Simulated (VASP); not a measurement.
A run of VASP 6.6.1 is set up as follows.

Contents of INCAR:

```
SYSTEM = NaC8
  PREC = Accurate
  ENCUT = 520
  EDIFF = 1E-8
  ISMEAR = -1
  SIGMA = 0.15
  LREAL = .FALSE.
  LASPH = .TRUE.
  NELM = 60
  ALGO = Normal
  ISIF = 2
  LWAVE = .FALSE.
  LCHARG = .FALSE.
  GGA = PE
  IVDW = 12
  IBRION = 6
  NFREE = 2
  POTIM = 0.015
  NSW = 1
  KPAR = 4
```

The input KPOINTS:

```
Automatic mesh
0
G
  12 12 8
  0 0 0
```

Contents of POSCAR:

```
NaC8
1.0
    4.9759044331      0.0000000289      0.0000000000
   -2.4879522415      4.3092596314      0.0000000000
    0.0000000000      0.0000000000      4.5089812851
Na C
1 8
Direct
    0.0000000000      0.0000000000      0.5000000000
    0.3346426710      0.1673213355      0.0000000000
    0.3333333333      0.6666666667      0.0000000000
    0.8326786645      0.1673213355      0.0000000000
    0.8326786645      0.6653573290      0.0000000000
    0.1673213355      0.3346426710      0.0000000000
    0.1673213355      0.8326786645      0.0000000000
    0.6666666667      0.3333333333      0.0000000000
    0.6653573290      0.8326786645      0.0000000000
```

Potentials or basis: VASP PAW PBE potentials, release 64 (Na_pv, C).

Run with:

```bash
$ cat potpaw_PBE.64/Na_pv/POTCAR potpaw_PBE.64/C/POTCAR > POTCAR
$ mpirun -np 4 vasp_std > vasp.out
```

Task: Estimate the highest phonon frequency at Γ.

Result: 1329 cm⁻¹.

Task: Estimate the dispersion energy per atom.

Result: -0.130 eV.

Phonon frequencies in cm⁻¹ (negative: imaginary):
| q point | frequencies |
| --- | --- |
| (0.000, 0.000, 0.000) | -1 -1 -1 117 117 278 413 442 442 545 545 566 612 615 615 795 1238 1238 1257 1292 1292 1301 1315 1326 1326 1329 1329 |
